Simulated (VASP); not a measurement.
# BP (F-43m) in VASP: notebook

Runs on BP. Level: PBEsol. Tasks: vibrations by perturbation theory.

Program: VASP 6.6.1. These are calculated values, not measurements. Logs are shortened: lines on timing, memory, paths and dates and some standing lists are left out, and cuts for length are marked.

## (1) The cell of the first run

Symmetry: F-43m, No. 216, cubic system. Conventional cell: a = 4.441 Å, b = 4.441 Å, c = 4.441 Å, α = 90.00°, β = 90.00°, γ = 90.00°. B (site symmetry -43m) has 4 P at 1.92 Å within 2.5 Å. Within 2.5 Å of P (site symmetry -43m) lie 4 B at 1.92 Å.

## (2) Vibrations by perturbation theory, PBEsol

Contents of INCAR:

```
SYSTEM = BP
PREC = Accurate ; ENCUT = 520
EDIFF = 1E-8 ; ISMEAR = 0
SIGMA = 0.01 ; LREAL = .False.
LASPH = .True. ; NELM = 100
ALGO = Normal ; ISIF = 2
LWAVE = .False. ; LCHARG = .True.
GGA = PS ; IBRION = 8
NSW = 1
```

Contents of KPOINTS:

```
Automatic mesh
0
Gamma
  8 8 8
  0 0 0
```

Contents of POSCAR:

```
BP
1.0
    2.2203107977      2.2203107977      0.0000000000
   -2.2203107977      2.2203107977      0.0000000000
    0.0000000000      2.2203107977      2.2203107977
B P
1 1
Direct
    0.0000000000      0.0000000000      0.0000000000
    0.7500000000      0.2500000000      0.5000000000
```

Potentials or basis: VASP PAW PBE potentials, release 64 (B, P).

Started as:

```
cat potpaw_PBE.64/B/POTCAR potpaw_PBE.64/P/POTCAR > POTCAR
mpirun -np 1 vasp_std > vasp.out
```

OUTCAR:

```text
SYSTEM = BP
   PREC = Accurate
   ENCUT = 520
   EDIFF = 1E-8
   ISMEAR = 0
   LREAL = .False.
   LASPH = .True.
   NELM = 100
   ISIF = 2
   GGA = PS
   IBRION = 8
   NSW = 1

 ion  position               nearest neighbor table
   1  0.000  0.000  0.000-   2 1.92   2 1.92   2 1.92   2 1.92
   2  0.750  0.250  0.500-   1 1.92   1 1.92   1 1.92   1 1.92

  LATTYP: Found a face centered cubic cell.
 ALAT       =     4.4406215954

  Lattice vectors:

 A1 = (   0.0000000000,   2.2203107977,   2.2203107977)
 A2 = (   2.2203107977,   0.0000000000,   2.2203107977)
 A3 = (   2.2203107977,   2.2203107977,   0.0000000000)

Analysis of symmetry for initial positions (statically):
=====================================================================
 Subroutine PRICEL returns:
 Original cell was already a primitive cell.

 Routine SETGRP: Setting up the symmetry group for a
 face centered cubic supercell.

 Subroutine GETGRP returns: Found 24 space group operations
 (whereof 24 operations were pure point group operations)
 out of a pool of 48 trial point group operations.

The static configuration has the point symmetry T_d .

Analysis of symmetry for dynamics (positions and initial velocities):
=====================================================================
 Subroutine PRICEL returns:
 Original cell was already a primitive cell.

 Routine SETGRP: Setting up the symmetry group for a
 face centered cubic supercell.

 Subroutine GETGRP returns: Found 24 space group operations
 (whereof 24 operations were pure point group operations)
 out of a pool of 48 trial point group operations.

The dynamic configuration has the point symmetry T_d .

 Subroutine INISYM returns: Found 24 space group operations
 (whereof 24 operations are pure point group operations),
 and found     1 'primitive' translations

----------------------------------------------------------------------------------------

                                     Primitive cell

  volume of cell :      21.8913

  direct lattice vectors                    reciprocal lattice vectors
     2.220310798  2.220310798  0.000000000     0.225193698  0.225193698 -0.225193698
    -2.220310798  2.220310798  0.000000000    -0.225193698  0.225193698 -0.225193698
     0.000000000  2.220310798  2.220310798     0.000000000  0.000000000  0.450387397

  length of vectors
     3.139993643  3.139993643  3.139993643     0.390046927  0.390046927  0.450387397

  position of ions in fractional coordinates (direct lattice)
     0.000000000  0.000000000  0.000000000
     0.750000000  0.250000000  0.500000000

  ion indices of the primitive-cell ions
   primitive index   ion index
                 1           1
                 2           2

----------------------------------------------------------------------------------------

 KPOINTS: Automatic mesh

Automatic generation of k-mesh.
 Grid dimensions read from file:
 generate k-points for:    8    8    8

 Generating k-lattice:

  Cartesian coordinates                     Fractional coordinates (reciprocal lattice)
     0.028149212  0.028149212 -0.028149212     0.125000000  0.000000000  0.000000000
    -0.028149212  0.028149212 -0.028149212     0.000000000  0.125000000  0.000000000
     0.000000000  0.000000000  0.056298425     0.000000000  0.000000000  0.125000000

  Length of vectors
     0.048755866  0.048755866  0.056298425

  Shift w.r.t. Gamma in fractional coordinates (k-lattice)
     0.000000000  0.000000000  0.000000000
[... 77 lines left out ...]
   LHFCALC =     F    Hartree Fock is set to
   AEXX    =    0.0000 exact exchange contribution
   IVDW    =     0    specifies the selected vdW correction
   LEPSILON=     F    determine dielectric tensor
   LRPA    =     F    only Hartree local field effects (RPA)
 non-spin polarized calculation
 Gauss-broadening in eV      SIGMA  =   0.01
  energy-cutoff  :      520.00
  volume of cell :       21.89
 maximum number of plane-waves:       609
   NGX = 11   NGY = 11   NGZ = 11

--------------------------------------- Ionic step        1  -------------------------------------------

 number of electron       8.0000000 magnetization

 Free energy of the ion-electron system (eV)
  ---------------------------------------------------
  ext. energy  EPLUGINS =         0.00000000
  ---------------------------------------------------
  free energy    TOTEN  =       -13.63431627 eV

  energy without entropy =      -13.63431627  energy(sigma->0) =      -13.63431627

 E-fermi :   8.3119     XC(G=0): -11.3214

 val. band max:        8.1925919318   @ k =   0.0000   0.0000   0.0000
 cond. band min:       9.2792629604   @ k =  -0.3750   0.3750   0.0000
 fundamental gap:      1.0866710286
 Fermi energy:         8.3119456329

 k-point     1 :       0.0000    0.0000    0.0000
  band No.  band energies     occupation
      1      -7.8981      2.00000
      2       8.1926      2.00000
      3       8.1926      2.00000
      4       8.1926      2.00000
      5      11.6540      0.00000
      6      11.6540      0.00000
      7      11.6540      0.00000
      8      16.5389      0.00000
[... 243 lines left out ...]
 k-point    24 :       0.5000    0.2500    0.1250
  band No.  band energies     occupation
      1      -3.5903      2.00000
      2      -0.7247      2.00000
      3       3.4342      2.00000
      4       4.8484      2.00000
      5      12.2920      0.00000
      6      13.5548      0.00000
      7      16.8889      0.00000
      8      18.3270      0.00000

 [... further k-points ...]

------------------------ aborting loop because EDIFF is reached ----------------------------------------

  FORCE on cell =-STRESS in cart. coord.  units (eV):
  Direction    XX          YY          ZZ          XY          YZ          ZX
  --------------------------------------------------------------------------------------
  -------------------------------------------------------------------------------------
  Total        1.3807133      1.3807133      1.3807133     -0.0000000      0.0000000     -0.0000000
  in kB      101.0515028    101.0515028    101.0515028     -0.0000000      0.0000000     -0.0000000
  external PRESSURE =     101.0515028 kB  Pullay stress =       0.0000000 kB

 VOLUME and BASIS-vectors are now :
 -----------------------------------------------------------------------------
  energy-cutoff  :      520.00
  volume of cell :       21.89
      direct lattice vectors                 reciprocal lattice vectors
     2.220310798  2.220310798  0.000000000     0.225193698  0.225193698 -0.225193698
    -2.220310798  2.220310798  0.000000000    -0.225193698  0.225193698 -0.225193698
     0.000000000  2.220310798  2.220310798     0.000000000  0.000000000  0.450387397

 POSITION                                       TOTAL-FORCE (eV/Angst)
 -----------------------------------------------------------------------------------
      0.00000      0.00000      0.00000        -0.000000      0.000000      0.000000
      1.11016      3.33047      1.11016         0.000000     -0.000000      0.000000
 -----------------------------------------------------------------------------------
    total drift:                                0.000000      0.000000     -0.000000

  FREE ENERGIE OF THE ION-ELECTRON SYSTEM (eV)
  ---------------------------------------------------
  free  energy   TOTEN  =       -13.6343162740 eV

  energy  without entropy=      -13.6343162740  energy(sigma->0) =      -13.63431627

[... ionic steps 2 to 3 ...]

--------------------------------------- Ionic step        4  -------------------------------------------

------------------------ aborting loop because EDIFF is reached ----------------------------------------

[... ionic steps 5 to 6 ...]

--------------------------------------- Ionic step        7  -------------------------------------------

 Free energy of the ion-electron system (eV)
  ---------------------------------------------------
  ---------------------------------------------------
  free energy    TOTEN  =        -0.04056406 eV

  energy without entropy =       -0.04056406

------------------------ aborting loop because EDIFF is reached ----------------------------------------

 INTERNAL STRAIN TENSOR  FOR ION    2  DIRECTION 1   (eV/Angst):
 -----------------------------------------------------------------------------
     0.00685  0.00000  0.00000
     0.00000 -0.01007  9.98892
     0.00000  9.98892 -0.01007

 INTERNAL STRAIN TENSOR FOR ION    2 for displacements in x,y,z  (eV/Angst):
          X           Y           Z          XY          YZ          ZX
  --------------------------------------------------------------------------------
  x     0.00000     0.00000     0.00000    -0.00000     9.98892     0.00000
  y     0.00000     0.00000     0.00000     0.00000    -0.00000     9.98892
  z     0.00000     0.00000     0.00000     9.98892     0.00000     0.00000

 SECOND DERIVATIVES (NOT SYMMETRIZED)
 ------------------------------------
               1X          1Y          1Z          2X          2Y          2Z
  1X   -21.557645   -0.000000    0.000000   21.557645    0.000000   -0.000000
  1Y     0.000000  -21.557645   -0.000000   -0.000000   21.557645    0.000000
  1Z     0.000000   -0.000000  -21.557645   -0.000000    0.000000   21.557645
  2X    21.555275    0.000000    0.000000  -21.555275    0.000000    0.000000
  2Y     0.000000   21.555275    0.000000    0.000000  -21.555275    0.000000
  2Z     0.000000    0.000000   21.555275    0.000000    0.000000  -21.555275

 Eigenvectors and eigenvalues of the dynamical matrix
 ----------------------------------------------------

   1 f  =   25.640343 THz   161.103025 2PiTHz  855.269775 cm-1   106.039890 meV
             X         Y         Z           dx          dy          dz
      0.000000  0.000000  0.000000    -0.860983    0.000000   -0.000000
      1.110155  3.330466  1.110155     0.508634    0.000000    0.000000
[... 21 lines left out ...]
   6 f/i=    0.000617 THz     0.003878 2PiTHz    0.020589 cm-1     0.002553 meV
             X         Y         Z           dx          dy          dz
      0.000000  0.000000  0.000000     0.000000    0.121854    0.493822
      1.110155  3.330466  1.110155     0.000000    0.206266    0.835910

--------------------------------------------------------------------------------------------------------

 ELASTIC MODULI CONTR FROM IONIC RELAXATION (kBar)
 Direction    XX          YY          ZZ          XY          YZ          ZX
 --------------------------------------------------------------------------------
 XX          -0.0000     -0.0000     -0.0000     -0.0000      0.0000     -0.0000
 YY          -0.0000     -0.0000     -0.0000     -0.0000     -0.0000      0.0000
 ZZ          -0.0000     -0.0000     -0.0000     -0.0000     -0.0000     -0.0000
 XY          -0.0000     -0.0000     -0.0000   -353.0658     -0.0000      0.0000
 YZ           0.0000     -0.0000     -0.0000     -0.0000   -353.0658      0.0000
 ZX          -0.0000      0.0000     -0.0000      0.0000      0.0000   -353.0658
 --------------------------------------------------------------------------------
```

Wall time 19 s (1 thread of Intel Xeon 6975P-C (Granite Rapids), shared host); peak memory 0.17 GiB.

What came out:

```
Highest phonon frequency at Γ, LO-TO splitting left out : 855 cm⁻¹
```

Phonon frequencies in cm⁻¹ (negative: imaginary):
```
              q point        frequencies
(0.000, 0.000, 0.000)  0 0 0 855 855 855
```

Caveat: the cell wasn't relaxed at this level first, which shifts response properties; the PAW data sets were made with another functional, which shifts forces and pressure a little.

## (3) Vibrations by perturbation theory, PBEsol

This run uses another cell than the first one, of 11.54 Å³/atom, 1.055 times its volume.

Contents of INCAR:

```
PREC = Accurate ; ENCUT = 520
EDIFF = 1E-8 ; ISMEAR = 0
SIGMA = 0.01 ; LREAL = F
LASPH = T ; NELM = 100
ALGO = Normal ; ISIF = 2
LWAVE = F ; LCHARG = F
GGA = PS ; NBANDS = 11
IBRION = 8 ; NSW = 1
```

Contents of KPOINTS:

```
regular mesh
0
Gamma
  8 8 8
```

Contents of POSCAR:

```
BP
1.0
    2.2600718588      2.2600718588      0.0000000000
   -2.2600718588      2.2600718588      0.0000000000
    0.0000000000      2.2600718588      2.2600718588
B P
1 1
Direct
    0.0000000000      0.0000000000      0.0000000000
    0.7500000000      0.2500000000      0.5000000000
```

Potentials or basis: VASP PAW PBE potentials, release 64 (B, P).

Started as:

```
cat potpaw_PBE.64/B/POTCAR potpaw_PBE.64/P/POTCAR > POTCAR
mpirun -np 1 vasp_std > vasp.out
```

OUTCAR:

```text
PREC = Accurate
   ENCUT = 520
   EDIFF = 1E-8
   ISMEAR = 0
   LREAL = F
   LASPH = T
   NELM = 100
   ISIF = 2
   GGA = PS
   IBRION = 8
   NSW = 1

 ion  position               nearest neighbor table
   1  0.000  0.000  0.000-   2 1.96   2 1.96   2 1.96   2 1.96
   2  0.750  0.250  0.500-   1 1.96   1 1.96   1 1.96   1 1.96

  LATTYP: Found a face centered cubic cell.
 ALAT       =     4.5201437176

  Lattice vectors:

 A1 = (   0.0000000000,   2.2600718588,   2.2600718588)
 A2 = (   2.2600718588,   0.0000000000,   2.2600718588)
 A3 = (   2.2600718588,   2.2600718588,   0.0000000000)

Analysis of symmetry for initial positions (statically):
=====================================================================
 Subroutine PRICEL returns:
 Original cell was already a primitive cell.

 Routine SETGRP: Setting up the symmetry group for a
 face centered cubic supercell.

 Subroutine GETGRP returns: Found 24 space group operations
 (whereof 24 operations were pure point group operations)
[... 563 lines left out ...]
 -----------------------------------------------------------------------------
     0.00825 -0.00000  0.00000
    -0.00000 -0.01060  7.52152
     0.00000  7.52152 -0.01060

 INTERNAL STRAIN TENSOR FOR ION    2 for displacements in x,y,z  (eV/Angst):
          X           Y           Z          XY          YZ          ZX
  --------------------------------------------------------------------------------
  x     0.00000    -0.00000    -0.00000     0.00000     7.52152    -0.00000
  y     0.00000     0.00000     0.00000     0.00000    -0.00000     7.52152
  z    -0.00000    -0.00000     0.00000     7.52152     0.00000     0.00000

 SECOND DERIVATIVES (NOT SYMMETRIZED)
 ------------------------------------
               1X          1Y          1Z          2X          2Y          2Z
  1X   -19.392865    0.000000    0.000000   19.392865    0.000000    0.000000
  1Y     0.000000  -19.392865    0.000000    0.000000   19.392865    0.000000
  1Z     0.000000    0.000000  -19.392865    0.000000    0.000000   19.392865
  2X    19.392370    0.000000    0.000000  -19.392370    0.000000    0.000000
  2Y     0.000000   19.392370    0.000000    0.000000  -19.392370    0.000000
  2Z     0.000000    0.000000   19.392370    0.000000    0.000000  -19.392370

 Eigenvectors and eigenvalues of the dynamical matrix
 ----------------------------------------------------

   1 f  =   24.319178 THz   152.801904 2PiTHz  811.200474 cm-1   100.575995 meV
             X         Y         Z           dx          dy          dz
      0.000000  0.000000  0.000000     0.860974    0.000000    0.000000
      1.130036  3.390108  1.130036    -0.508649    0.000000    0.000000
[... 21 lines left out ...]
   6 f/i=    0.000136 THz     0.000854 2PiTHz    0.004535 cm-1     0.000562 meV
             X         Y         Z           dx          dy          dz
      0.000000  0.000000  0.000000    -0.438017    0.160932   -0.202401
      1.130036  3.390108  1.130036    -0.741417    0.272403   -0.342598

--------------------------------------------------------------------------------------------------------

 ELASTIC MODULI CONTR FROM IONIC RELAXATION (kBar)
 Direction    XX          YY          ZZ          XY          YZ          ZX
 --------------------------------------------------------------------------------
 XX          -0.0000     -0.0000     -0.0000      0.0000     -0.0000     -0.0000
 YY          -0.0000     -0.0000     -0.0000      0.0000      0.0000     -0.0000
 ZZ          -0.0000     -0.0000     -0.0000      0.0000      0.0000     -0.0000
 XY           0.0000      0.0000      0.0000   -213.0548     -0.0000     -0.0000
 YZ          -0.0000      0.0000      0.0000     -0.0000   -213.0548      0.0000
 ZX          -0.0000     -0.0000     -0.0000     -0.0000      0.0000   -213.0548
 --------------------------------------------------------------------------------
```

stdout:

```text
POSCAR found type information on POSCAR B P
 POSCAR found :  2 types and       2 ions
 scaLAPACK will be used
 -----------------------------------------------------------------------------
|                                                                             |
|                                                                             |
|     You enforced a specific xc type in the INCAR file but a different       |
|     I HOPE YOU KNOW WHAT YOU ARE DOING!                                     |
|                                                                             |
 -----------------------------------------------------------------------------

 LDA part: xc-table for (Slater+PW92), standard interpolation
 POSCAR, INCAR and KPOINTS ok, starting setup
 FFT: planning ... GRIDC
 FFT: planning ... GRID_SOFT
 FFT: planning ... GRID
 WAVECAR not read
 entering main loop
 Linear response reoptimize wavefunctions to high precision
 Linear response DOF=           2
 Linear response progress:
 first order change of Fermi-energy  -0.19439E-03
 force on displaced ion       1 direction 1 : -19.393   0.000   0.000
 Linear response progress:
 first order change of Fermi-energy  -0.25708E-03
 force on displaced ion       2 direction 1 : -19.392   0.000  -0.000
 Linear response finished
```

Wall time 26 s (1 thread of Intel Xeon 6975P-C (Granite Rapids), shared host); peak memory 0.18 GiB.

Results:

| Property | Result |
| --- | --- |
| Highest phonon frequency at Γ, LO-TO splitting left out | 811 cm⁻¹ |

Phonon frequencies in cm⁻¹ (negative: imaginary):
```tsv
q point	frequencies
(0.000, 0.000, 0.000)	0 0 0 811 811 811
```

Caveat: the PAW data sets were made with another functional, which shifts forces and pressure a little.

(Continued in part 2 of 2.)
